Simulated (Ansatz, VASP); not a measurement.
**Si3N4 in VASP and in Ansatz**

```
Si N
1.0
     7.59500    0.00000    0.00000
    -3.79750    6.57746    0.00000
     0.00000    0.00000    2.90230
Si N
6 8
Direct
  0.76732 0.17356 0.32564
  0.59376 0.76732 0.82564
  0.82644 0.59376 0.32564
  0.23268 0.82644 0.82564
  0.40624 0.23268 0.32564
  0.17356 0.40624 0.82564
  0.02936 0.32975 0.32565
  0.69961 0.02936 0.82565
  0.67025 0.69961 0.32565
  0.97064 0.67025 0.82565
  0.30039 0.97064 0.32565
  0.32975 0.30039 0.82565
  0.33333 0.66667 0.82553
  0.66667 0.33333 0.32553
```

Alike in both runs: task electric field gradients; functional PBE; dispersion D3(BJ); k mesh 4 × 4 × 10; occupations fermi-dirac, width 0.02 eV; no spin polarisation.

```csv
,VASP,Ansatz
version,VASP 6.6.1,Ansatz 0.2.0
potentials or method,"VASP PAW PBE potentials, release 64 (Si, N)","plane-wave PAW, scalar-relativistic"
plane-wave cutoff (eV),520,420
valence electrons in the cell,64,64
```

VASP gave:

```
gap on the k mesh at the Fermi level (eV)                     : 4.35
pressure (GPa)                                                : 2.0
traceless stress, the component that is largest in VASP (GPa) : 0.04
rms of the force components (eV/Å)                            : 0.003
size of Vzz on the site where it differs most (V/Å²)          : 45.5
```

What did Ansatz give for the same quantities?

gap on the k mesh at the Fermi level (eV): 4.36; pressure (GPa): 2.3; traceless stress, the component that is largest in VASP (GPa): 0.07; rms of the force components (eV/Å): 0.004; size of Vzz on the site where it differs most (V/Å²): 48.3.

Atom by atom the forces differ by 0.002 eV/Å (rms over components).
